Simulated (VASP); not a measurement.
A run of VASP 6.6.1 is set up as follows.

The input INCAR:

```
PREC = Accurate
ENCUT = 520
EDIFF = 1E-6
ISMEAR = 0
SIGMA = 0.1
LREAL = F
LASPH = T
NELM = 100
ALGO = Normal
ISIF = 2
LWAVE = F
LCHARG = T
LDIPOL = T
IDIPOL = 3
DIPOL = 0.5 0.5 0.487
GGA = PE
IVDW = 12
LELF = T
LVHAR = T
LVACPOTAV = T
NBANDS = 32
```

The input KPOINTS:

```
Automatic mesh
0
Gamma
  3 4 1
```

The input POSCAR:

```
Mg6I
1.0
    6.2975027423      0.0000000000      0.0000000000
    0.0000000000      5.0545862324      0.0000000000
    0.0000000000      0.0000000000     24.3627635811
Mg I
12 2
Direct
    0.5000000000      0.7500000000      0.3283699722
    0.0000000000      0.7500000000      0.3283699722
    0.7500000000      0.2500000000      0.3656796240
    0.2500000000      0.2500000000      0.3656796240
    0.7500000000      0.7500000000      0.4402989276
    0.2500000000      0.7500000000      0.4402989276
    0.0001857295      0.2442309342      0.4761663813
    0.5001874765      0.2556124841      0.4762729644
   -0.0003117121      0.7413624290      0.5484883683
    0.4996852152      0.7588989782      0.5487688752
    0.2498894398      0.2504605197      0.5861599868
    0.7503656562      0.2497755157      0.5861587336
    0.0005033997     -0.0298027900      0.6649451543
    0.5005255605      0.5262930715      0.6652465512
```

Potentials or basis: VASP PAW PBE potentials, release 64 (Mg, I).

Command:

```bash
$ cat potpaw_PBE.64/Mg/POTCAR potpaw_PBE.64/I/POTCAR > POTCAR
$ mpirun -np 1 vasp_std > vasp.out
```

Problem. Estimate the dispersion energy per atom.

Solution. -0.245 eV.

Problem. Predict the largest force.

Solution. 0.107 eV/Å.

Problem. Predict the band gap on the k mesh.

Solution. Zero (band 19 reaches -0.53 eV, above the bottom of band 20 at -1.19 eV).

Forces in eV/Å, atoms in the order of the input:
```
Mg   0.000 -0.014  0.054
Mg   0.000  0.014  0.054
Mg   0.000  0.000 -0.107
Mg   0.001  0.000 -0.107
Mg  -0.002 -0.001  0.065
Mg   0.002 -0.001  0.065
Mg  -0.001  0.002  0.001
Mg  -0.002  0.002 -0.002
Mg   0.003 -0.007  0.002
Mg   0.004 -0.001 -0.009
Mg   0.001 -0.004 -0.007
Mg  -0.004  0.001 -0.008
I   -0.001  0.007 -0.001
I   -0.001  0.002 -0.001
```

Caveat: spin-orbit coupling is left out, which moves the levels of the heavy elements.
